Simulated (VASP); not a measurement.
# HfC (R-3m) in VASP: further runs

HfC is run at these levels: PBEsol; tasks: single point.

All numbers are computed with VASP 6.6.1; they aren't measurements. Logs are shortened: lines on timing, memory, paths and dates and some standing lists are left out, and cuts for length are marked.

## (1) The cell of the first run

It takes space group R-3m (No. 166, trigonal). The conventional cell has a = 3.321 Å, b = 3.321 Å, c = 7.893 Å, α = 90.00°, β = 90.00°, γ = 120.00°. Within 3.1 Å of Hf (site symmetry -3m) lie 6 C at 2.33 Å. Within 3.1 Å of C (site symmetry -3m) lie 6 Hf at 2.33 Å.

## (2) Single point, PBEsol (equal xy, yz and zx shear strains of -2 %)

The input, INCAR:

```
PREC = Accurate
ENCUT = 520
EDIFF = 1E-7
ISMEAR = -1
SIGMA = 0.05
LREAL = False
LASPH = True
NELM = 60
ALGO = Normal
ISIF = 2
LWAVE = False
LCHARG = True
GGA = PS
LELF = True
LVHAR = True
NBANDS = 14
```

The input, KPOINTS:

```
regular mesh
0
Gamma
  15 15 15
```

The input, POSCAR:

```
HfC
1.0
   -0.0465000000      2.3017500000      2.3017500000
    2.3017500000     -0.0465000000      2.3017500000
    2.3017500000      2.3017500000     -0.0465000000
Hf C
1 1
Direct
    0.5000000000      0.5000000000      0.5000000000
    0.0000000000      0.0000000000      0.0000000000
```

Potentials or basis: VASP PAW PBE potentials, release 64 (Hf_pv, C).

Started as:

```console
$ cat potpaw_PBE.64/Hf_pv/POTCAR potpaw_PBE.64/C/POTCAR > POTCAR
$ mpirun -np 1 vasp_std > vasp.out
```

OUTCAR:

```text
PREC = Accurate
   ENCUT = 520
   EDIFF = 1E-7
   ISMEAR = -1
   LREAL = False
   LASPH = True
   NELM = 60
   ISIF = 2
   GGA = PS

 ion  position               nearest neighbor table
   1  0.500  0.500  0.500-   2 2.33   2 2.33   2 2.33   2 2.33   2 2.33   2 2.33
   2  0.000  0.000  0.000-   1 2.33   1 2.33   1 2.33   1 2.33   1 2.33   1 2.33

  LATTYP: Found a trigonal (rhomboedric) cell.
 ALAT       =     3.2554981762
 COS(alpha) =     0.4797000918

  Lattice vectors:

 A1 = (  -0.0465000000,   2.3017500000,   2.3017500000)
 A2 = (   2.3017500000,  -0.0465000000,   2.3017500000)
 A3 = (   2.3017500000,   2.3017500000,  -0.0465000000)

Analysis of symmetry for initial positions (statically):
=====================================================================
 Subroutine PRICEL returns:
 Original cell was already a primitive cell.

 Routine SETGRP: Setting up the symmetry group for a
 trigonal (rhombohedral) supercell.

 Subroutine GETGRP returns: Found 12 space group operations
 (whereof 12 operations were pure point group operations)
 out of a pool of 12 trial point group operations.

The static configuration has the point symmetry D_3d.

Analysis of symmetry for dynamics (positions and initial velocities):
=====================================================================
 Subroutine PRICEL returns:
 Original cell was already a primitive cell.

 Routine SETGRP: Setting up the symmetry group for a
 trigonal (rhombohedral) supercell.

 Subroutine GETGRP returns: Found 12 space group operations
 (whereof 12 operations were pure point group operations)
 out of a pool of 12 trial point group operations.

The dynamic configuration has the point symmetry D_3d.

 Subroutine INISYM returns: Found 12 space group operations
 (whereof 12 operations are pure point group operations),
 and found     1 'primitive' translations

----------------------------------------------------------------------------------------

                                     Primitive cell

  volume of cell :      25.1286

  direct lattice vectors                    reciprocal lattice vectors
    -0.046500000  2.301750000  2.301750000    -0.210751819  0.215097217  0.215097217
     2.301750000 -0.046500000  2.301750000     0.215097217 -0.210751819  0.215097217
     2.301750000  2.301750000 -0.046500000     0.215097217  0.215097217 -0.210751819

  length of vectors
     3.255498176  3.255498176  3.255498176     0.370067501  0.370067501  0.370067501

  position of ions in fractional coordinates (direct lattice)
     0.500000000  0.500000000  0.500000000
     0.000000000  0.000000000  0.000000000

  ion indices of the primitive-cell ions
   primitive index   ion index
                 1           1
                 2           2

----------------------------------------------------------------------------------------

 KPOINTS: regular mesh

Automatic generation of k-mesh.
 Grid dimensions read from file:
 generate k-points for:   15   15   15

 Generating k-lattice:

  Cartesian coordinates                     Fractional coordinates (reciprocal lattice)
    -0.014050121  0.014339814  0.014339814     0.066666667  0.000000000  0.000000000
     0.014339814 -0.014050121  0.014339814     0.000000000  0.066666667  0.000000000
     0.014339814  0.014339814 -0.014050121     0.000000000  0.000000000  0.066666667

  Length of vectors
     0.024671167  0.024671167  0.024671167

  Shift w.r.t. Gamma in fractional coordinates (k-lattice)
     0.000000000  0.000000000  0.000000000

 Subroutine IBZKPT returns following result:
 ===========================================

 Found    344 irreducible k-points:

 Following reciprocal coordinates:
            Coordinates               Weight
  0.000000  0.000000  0.000000      1.000000
  0.066667  0.000000  0.000000      6.000000
  0.133333  0.000000 -0.000000      6.000000
  0.200000  0.000000 -0.000000      6.000000
  0.266667  0.000000 -0.000000      6.000000
  0.333333  0.000000  0.000000      6.000000
[... 16 lines left out ...]
  0.133333  0.133333 -0.000000      6.000000
  0.200000  0.133333 -0.000000     12.000000
 [... further k-points ...]
   k-points           NKPTS =    344   k-points in BZ     NKDIM =    344   number of bands    NBANDS=     14
   number of dos      NEDOS =    301   number of ions     NIONS =      2
   total plane-waves  NPLWV =  13824
   dimension x,y,z NGX =    24 NGY =   24 NGZ =   24
   dimension x,y,z NGXF=    48 NGYF=   48 NGZF=   48
   ions per type =               1   1
   NGX,Y,Z   is equivalent  to a cutoff of  12.26, 12.26, 12.26 a.u.
   NGXF,Y,Z  is equivalent  to a cutoff of  24.51, 24.51, 24.51 a.u.
 SYSTEM =  unknown system
   PREC   = accura    normal or accurate (medium, high low for compatibility)
   ISTART =      0    job   : 0-new  1-cont  2-samecut
   ICHARG =      2    charge: 1-file 2-atom 10-const
   ISPIN  =      1    spin polarized calculation?
   LNONCOLLINEAR =      F non collinear calculations
   LSORBIT =      F    spin-orbit coupling
   LASPH  =      T    aspherical Exc in radial PAW
   ENCUT  =  520.0 eV  38.22 Ry    6.18 a.u.   6.05  6.05  6.05*2*pi/ulx,y,z
   NELM   =     60;   NELMIN=  2; NELMDL= -5     # of ELM steps
   EDIFF  = 0.1E-06   stopping-criterion for ELM
   LREAL  =      F    real-space projection
   EDIFFG = 0.1E-05   stopping-criterion for IOM
   NSW    =      0    number of steps for IOM
   IBRION =     -1    ionic relax: 0-MD 1-quasi-New 2-CG
   NFREE  =      0    steps in history (QN), initial steepest desc. (CG)
   ISIF   =      2    stress and relaxation
   ISYM   =      2    0-nonsym 1-usesym 2-fastsym
   POTIM  = 0.5000    time-step for ionic-motion
   TEBEG  =    0.0;   TEEND  =   0.0 temperature during run
   PSTRESS=    0.0 pullay stress
   NELECT =      14.0000    total number of electrons
   NUPDOWN=      -1.0000    fix difference up-down
   EMIN   =  10.00;   EMAX   =-10.00  energy-range for DOS
   EFERMI =   0.00;   METHOD = LEGACY
   ISMEAR =    -1;   SIGMA  =   0.05  broadening in eV -4-tet -1-fermi 0-gaus
   EFERMI_NEDOS =   21; number of points for ismear=-14 and -15
   IALGO  =     38    algorithm
   IMIX   =      4    mixing-type and parameters
     AMIX     =   0.40;   BMIX     =  1.00
     AMIX_MAG =   1.60;   BMIX_MAG =  1.00
  volume/ion in A,a.u.               =      12.56        84.79
  Fermi-wavevector in a.u.,A,eV,Ry     =   1.347085  2.545621 24.689643  1.814638
  Thomas-Fermi vector in A             =   2.474864
   LORBIT       =      0    0 simple, 1 ext, 2 COOP (PROOUT), +10 PAW based schemes
   GGA     = PS    functional components
   LHFCALC =     F    Hartree Fock is set to
   AEXX    =    0.0000 exact exchange contribution
   IVDW    =     0    specifies the selected vdW correction
   LEPSILON=     F    determine dielectric tensor
   LRPA    =     F    only Hartree local field effects (RPA)
 non-spin polarized calculation
  energy-cutoff  :      520.00
  volume of cell :       25.13
 maximum number of plane-waves:       691
   NGX = 13   NGY = 13   NGZ = 13

 number of electron      14.0000000 magnetization

 Free energy of the ion-electron system (eV)
  ---------------------------------------------------
  ext. energy  EPLUGINS =         0.00000000
  ---------------------------------------------------
  free energy    TOTEN  =       -22.16531945 eV

  energy without entropy =      -22.16278761  energy(sigma->0) =      -22.16405353

 E-fermi :   5.7881     XC(G=0): -12.4225

 val. band max:        5.7801235194   @ k =   0.2000   0.2000  -0.0000
 cond. band min:       5.7912760717   @ k =   0.3333   0.3333   0.0667
 fundamental gap:      0.0111525523
 Fermi energy:         5.7881200815

 k-point     1 :       0.0000    0.0000    0.0000
  band No.  band energies     occupation
      1     -23.6988      2.00000
      2     -23.6988      2.00000
      3     -23.6758      2.00000
      4      -6.4821      2.00000
      5       6.7728      0.00000
      6       6.7728      0.00000
      7       6.9675      0.00000
      8       7.0003      0.00000
      9       7.0003      0.00000
     10       7.4345      0.00000
     11       9.1871      0.00000
     12       9.1871      0.00000
     13      12.6626      0.00000
     14      16.7671      0.00000

 k-point     2 :       0.0667    0.0000    0.0000
  band No.  band energies     occupation
      1     -23.7282      2.00000
      2     -23.7013      2.00000
      3     -23.6810      2.00000
      4      -6.3701      2.00000
      5       5.9178      0.13907
      6       6.1634      0.00110
      7       6.3949      0.00001
      8       7.2940      0.00000
      9       7.5214      0.00000
     10       7.7446      0.00000
     11       9.7315      0.00000
     12       9.7493      0.00000
     13      12.9100      0.00000
     14      17.0710      0.00000

 k-point     3 :       0.1333    0.0000   -0.0000
  band No.  band energies     occupation
      1     -23.8144      2.00000
      2     -23.7081      2.00000
      3     -23.6910      2.00000
      4      -6.0445      2.00000
      5       4.7786      2.00000
      6       5.3044      1.99987
      7       5.5496      1.98319
      8       7.6664      0.00000
      9       7.9198      0.00000
     10       8.1769      0.00000
     11      10.8918      0.00000
     12      10.9092      0.00000
     13      13.5467      0.00000
     14      17.9079      0.00000
[... 324 lines left out ...]
 k-point    23 :       0.1333    0.1333   -0.0000
  band No.  band energies     occupation
      1     -23.8035      2.00000
      2     -23.7396      2.00000
      3     -23.7214      2.00000
      4      -5.9190      2.00000
      5       4.0973      2.00000
      6       5.6433      1.89543
      7       5.8179      0.71057
      8       6.4181      0.00001
      9       8.9506      0.00000
     10       9.1737      0.00000
     11       9.4734      0.00000
     12      11.3800      0.00000
     13      14.3719      0.00000
     14      18.3383      0.00000

 k-point    24 :       0.2000    0.1333   -0.0000
  band No.  band energies     occupation
      1     -23.8880      2.00000
      2     -23.7495      2.00000
      3     -23.7396      2.00000
      4      -5.5742      2.00000
      5       3.3340      2.00000
      6       5.0233      2.00000
      7       5.4836      1.99548
      8       6.5180      0.00000
      9       9.3243      0.00000
     10       9.4922      0.00000
     11      10.3700      0.00000
     12      12.0439      0.00000
     13      15.2899      0.00000
     14      19.2298      0.00000

 [... further k-points ...]

------------------------ aborting loop because EDIFF is reached ----------------------------------------

  FORCE on cell =-STRESS in cart. coord.  units (eV):
  Direction    XX          YY          ZZ          XY          YZ          ZX
  --------------------------------------------------------------------------------------
  -------------------------------------------------------------------------------------
  Total       -1.0853663     -1.0853663     -1.0853663      0.5045606      0.5045606      0.5045606
  in kB      -69.2020949    -69.2020949    -69.2020949     32.1703799     32.1703799     32.1703799
  external PRESSURE =     -69.2020949 kB  Pullay stress =       0.0000000 kB

 VOLUME and BASIS-vectors are now :
 -----------------------------------------------------------------------------
  energy-cutoff  :      520.00
  volume of cell :       25.13
      direct lattice vectors                 reciprocal lattice vectors
    -0.046500000  2.301750000  2.301750000    -0.210751819  0.215097217  0.215097217
     2.301750000 -0.046500000  2.301750000     0.215097217 -0.210751819  0.215097217
     2.301750000  2.301750000 -0.046500000     0.215097217  0.215097217 -0.210751819

 POSITION                                       TOTAL-FORCE (eV/Angst)
 -----------------------------------------------------------------------------------
      2.27850      2.27850      2.27850         0.000000     -0.000000      0.000000
      0.00000      0.00000      0.00000        -0.000000      0.000000     -0.000000
 -----------------------------------------------------------------------------------
    total drift:                                0.000000     -0.000000      0.000000

  FREE ENERGIE OF THE ION-ELECTRON SYSTEM (eV)
  ---------------------------------------------------
  free  energy   TOTEN  =       -22.1653194464 eV

  energy  without entropy=      -22.1627876085  energy(sigma->0) =      -22.16405353
```

Run time: 1.7 min. Hardware: 1 thread of Intel Xeon 8259CL, shared host; peak memory 0.24 GiB.

What came out:

| Property | Result |
| --- | --- |
| Free energy | -22.1653 eV |
| Pressure | -6.9 GPa |
| Band gap on the k mesh | zero (bands 7 and 8 overlap by 1.46 eV) |

Caveat: the cell differs from its parent crystal (equal xy, yz and zx shear strains of -2 %); the cell stands under tension; the PAW data sets were made with another functional, which shifts forces and pressure a little; spin-orbit coupling is left out, which moves the levels of the heavy elements.

(Part 1 of 2 ends here.)

The gap in the log of VASP goes by the Fermi energy; the results here count the filled bands.